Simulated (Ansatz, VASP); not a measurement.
# One calculation of HfN, two programs

```
CELL_PARAMETERS angstrom
0.00000 2.26651 2.26651
2.26651 0.00000 2.26651
2.26651 2.26651 0.00000
ATOMIC_POSITIONS crystal
Hf 0.00000 0.00000 0.00000
N 0.50000 0.50000 0.50000
```

Change from the starting cell: volume scaled by 1.01.

Alike in both runs: task single point; functional PBE; k mesh 10 × 10 × 10; occupations fermi-dirac, width 0.03 eV; no spin polarisation.

|  | VASP | Ansatz |
| --- | --- | --- |
| version | VASP 6.6.1 | Ansatz 0.2.0 |
| potentials or method | VASP PAW PBE potentials, release 64 (Hf_pv, N), cutoff 600 eV | all-electron LAPW, scalar-relativistic |

VASP gave:

| Item | Value |
| --- | --- |
| pressure (GPa) | 0.2 |

Question: Estimate Ansatz's values.

Answer: Pressure (GPa): 2.7.

Ansatz ran all-electron here, and VASP with PAW potentials.

Spin-orbit coupling is off throughout.
